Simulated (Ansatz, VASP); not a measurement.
TaN: VASP beside Ansatz

File INCAR:

```
SYSTEM = TaN
ALGO     = Normal         ! electronic algorithm
EDIFF    = 1E-6           ! SCF threshold, eV
ENCUT    = 520            ! plane-wave cutoff, eV
GGA      = PE             ! functional
ISIF     = 2              ! what is computed and relaxed
ISMEAR   = -1             ! smearing method
LASPH    = .TRUE.         ! aspherical terms in the spheres
LCHARG   = .TRUE.         ! write CHGCAR
LELF     = .TRUE.         ! ELF
LREAL    = .FALSE.        ! projectors in reciprocal space
LVHAR    = .TRUE.       
LWAVE    = .FALSE.        ! write WAVECAR
NBANDS   = 15             ! bands
NELM     = 60             ! most SCF steps
PREC     = Accurate       ! precision mode
SIGMA    = 0.02           ! smearing width, eV
```

The input KPOINTS:

```
k-points
0
G
  12 12 10
  0 0 0
```

POSCAR

```
TaN
1.0
    2.9086188698      0.0000000000      0.0000000000
   -1.4543094349      2.5189378312      0.0000000000
    0.0000000000      0.0000000000      2.8830000000
Ta N
1 1
Direct
    0.3333333333      0.6666666667      0.5000000000
    0.0000000000      0.0000000000      0.0000000000
```

Input for Ansatz:

```yaml
crystal:
  lattice:
    - [2.9086188698, 0.0, 0.0]
    - [-1.4543094349, 2.5189378312, 0.0]
    - [0.0, 0.0, 2.883]
  atoms:
    - { symbol: Ta, position: [0.3333333333, 0.6666666667, 0.5] }
    - { symbol: "N", position: [0.0, 0.0, 0.0] }
kpoints:
  mp_grid: { grid: [12, 12, 10] }
  band_path:
    path:
      - [0.0, 0.0, 0.0]
      - [0.5, 0.0, 0.0]
      - [0.3333333333, 0.3333333333, 0.0]
      - [0.0, 0.0, 0.0]
      - [0.0, 0.0, 0.5]
      - [0.5, 0.0, 0.5]
      - [0.3333333333, 0.3333333333, 0.5]
      - [0.0, 0.0, 0.5]
      - [0.5, 0.0, 0.5]
    npoints: 5
scf:
  occupations: { method: fermi_dirac, width: 0.02 }
hamiltonian:
  xc: pbe
  pseudopotentials: { kind: all_electron, lapw: { basis_error: 0.0005 } }
output:
  forces: true
  stress: true
  eigenvalues: true
```

Change from the starting cell: equal xx and yy strain of -1 %.

Alike in both runs: task single point; functional PBE; k mesh 12 × 12 × 10; occupations fermi-dirac, width 0.02 eV; no spin polarisation.

```csv
,VASP,Ansatz
version,VASP 6.6.1,Ansatz 0.2.0
potentials or method,"VASP PAW PBE potentials, release 64 (Ta_pv, N), cutoff 520 eV","all-electron LAPW, scalar-relativistic"
```

```tsv
	VASP	Ansatz	Ansatz less VASP
pressure (GPa)	12.7	12.0	-0.69
traceless stress, the component that is largest in VASP (GPa)	-3.06	-3.17	-0.110
```

Ansatz ran all-electron here, and VASP with PAW potentials.

Spin-orbit coupling is off throughout.
